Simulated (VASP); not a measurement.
A run of VASP 6.6.1 is set up as follows.

The input INCAR:

```
SYSTEM = Rh
  PREC = Accurate
  ENCUT = 520
  EDIFF = 1E-6
  ISMEAR = -1
  SIGMA = 0.1
  LREAL = .FALSE.
  LASPH = .TRUE.
  NELM = 60
  ALGO = Normal
  ISIF = 2
  LWAVE = .FALSE.
  LCHARG = .FALSE.
  GGA = CA
  NBANDS = 22
```

File KPOINTS:

```
regular mesh
0
G
  10 10 5
  0 0 0
```

Contents of POSCAR:

```
Rh
1.0
    2.8361195085      0.0000000000      0.0000000000
   -1.4180597542      2.4561535601      0.0000000000
    0.0000000000      0.0000000000      4.5989816410
Rh
2
Direct
    0.6666666667      0.3333333333      0.7500000000
    0.3333333333      0.6666666667      0.2500000000
```

Potentials or basis: VASP PAW LDA potentials, release 64 (Rh_pv).

Launch:

```sh
$ cat potpaw_LDA.64/Rh_pv/POTCAR > POTCAR
$ mpirun -np 1 vasp_std > vasp.out
```

(1) Predict the band gap on the k mesh.

(2) What does it give for the pressure?

## Answers

(1) zero (band 15 reaches 9.65 eV, above the bottom of band 16 at 7.85 eV).

(2) -35.4 GPa.
